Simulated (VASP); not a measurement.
Runs of VASP 6.6.1 on Te. The structure is that of space group P3_121 (No. 152), or close to it. The cells are those of the table. 

```csv
task,cell,pressure (GPa),largest force (eV/Å)
electric field gradients,"a = 4.428, b = 4.428, c = 5.885 Å, angles 90.0, 90.0, 120.0°, 3 atoms",0.9,0.67
single point,"a = 4.428, b = 4.428, c = 5.885 Å, angles 90.0, 90.0, 120.0°, 3 atoms",0.9,0.67
electric field gradients,"a = 4.367, b = 4.367, c = 5.804 Å, angles 90.0, 90.0, 120.0°, 3 atoms",3.5,0.99
single point,"a = 4.517, b = 4.517, c = 6.003 Å, angles 90.0, 90.0, 120.0°, 3 atoms",(a),0.26
```

Alike in all rows: level LDA; potentials or basis VASP PAW LDA potentials, release 64 (Te); no spin polarisation; k mesh 9 × 9 × 6; cutoff (eV) 520; smearing fermi-dirac 0.08 eV.

Question: Estimate the missing entries.

Answer: (a) -2.0.

Caveats: the cell stands under pressure (at least some runs).
